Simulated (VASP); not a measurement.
Input of a VASP 6.6.1 run:

Contents of INCAR:

```
  ALGO = Normal
  EDIFF = 1E-6
  EDIFFG = -0.08
  ENCUT = 600
  GGA = PE
  IBRION = 2
  ISIF = 3
  ISMEAR = 0
  LASPH = T
  LCHARG = F
  LREAL = F
  LWAVE = F
  NELM = 60
  NSW = 36
  PREC = Accurate
  SIGMA = 0.2
```

File KPOINTS:

```
k-points
0
Gamma
  5 5 4
```

The input POSCAR:

```
Sn2Pb
1.0
    4.7264929200      0.0000000000      0.0000000000
   -2.3632464600      4.0932629400      0.0000000000
    0.0000000000      0.0000000000      5.0980937600
Sn Pb
2 1
Direct
    0.3333333300      0.6666666700      0.0000000000
    0.6666666700      0.3333333300      0.0000000000
    0.0000000000      0.0000000000      0.0000000000
```

Potentials or basis: VASP PAW PBE potentials, release 64 (Sn_d, Pb_d).

Run with:

```console
$ cat potpaw_PBE.64/Sn_d/POTCAR potpaw_PBE.64/Pb_d/POTCAR > POTCAR
$ mpirun -np 1 vasp_std > vasp.out
```

Task: Predict the band gap on the k mesh.

Result: Zero (band 21 reaches 8.02 eV, above the bottom of band 22 at 4.26 eV).

Task: Estimate the relaxed volume.

Result: 30.60 Å³/atom.

Final structure:
```
Sn Pb
1.0
     5.98823    0.00000    0.00000
    -2.99412    5.18596    0.00000
     0.00000    0.00000    2.95559
Sn Pb
2 1
Cartesian
  0.0000 3.4573 0.0000
  2.9941 1.7287 2.9556
  -2.9941 5.1860 0.0000
```

Caveat: spin-orbit coupling is left out, which moves the levels of the heavy elements.
